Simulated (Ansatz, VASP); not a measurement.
# One calculation of In, two programs

Contents of INCAR:

```
PREC = Accurate ; ENCUT = 520
EDIFF = 1E-6 ; ISMEAR = -1
SIGMA = 0.05 ; LREAL = F
LASPH = T ; NELM = 80
ALGO = Normal ; ISIF = 2
LWAVE = F ; LCHARG = F
GGA = PS ; NBANDS = 34
```

The input KPOINTS:

```
regular mesh
0
Gamma
  9 9 1
```

File POSCAR:

```
In
1.0
    3.3354847820      0.0000000000      0.0000000000
   -1.6677423910      2.8886145552      0.0000000000
    0.0000000000      0.0000000000     23.2637143800
In
4
Direct
    0.6666666700      0.3333333400      0.3223904780
    0.3333333300      0.6666666600      0.4407968260
    0.6666666700      0.3333333400      0.5592031740
    0.3333333300      0.6666666600      0.6776095220
```

The input input.yaml:

```yaml
crystal:
  lattice:
    - [3.335484782, 0.0, 0.0]
    - [-1.667742391, 2.8886145552, 0.0]
    - [0.0, 0.0, 23.26371438]
  atoms:
    - { symbol: In, position: [0.66666667, 0.33333334, 0.322390478] }
    - { symbol: In, position: [0.33333333, 0.66666666, 0.440796826] }
    - { symbol: In, position: [0.66666667, 0.33333334, 0.559203174] }
    - { symbol: In, position: [0.33333333, 0.66666666, 0.677609522] }
kpoints:
  mp_grid: { grid: [9, 9, 1] }
scf:
  occupations: { method: fermi_dirac, width: 0.05 }
hamiltonian:
  xc: pbesol
  pseudopotentials: { kind: all_electron, lapw: { basis_error: 0.002 } }
output:
  forces: true
  stress: true
  eigenvalues: true
```

Alike in both runs: task single point; functional PBEsol; k mesh 9 × 9 × 1; occupations fermi-dirac, width 0.05 eV; no spin polarisation.

|  | VASP | Ansatz |
| --- | --- | --- |
| version | VASP 6.6.1 | Ansatz 0.2.0 |
| potentials or method | VASP PAW PBE potentials, release 64 (In_d), cutoff 520 eV | all-electron LAPW, scalar-relativistic |

```tsv
	VASP	Ansatz	Ansatz less VASP
gap on the k mesh at the Fermi level (eV)	none	none	-
rms of the force components (eV/Å)	0.047	0.048	+0.0006
```

VASP's potentials were made for PBE, not for PBEsol. Atom by atom the forces differ by 0.001 eV/Å (rms over components). A gap of «none» marks a metal or a gap that the smearing closes. Ansatz ran all-electron here, and VASP with PAW potentials.
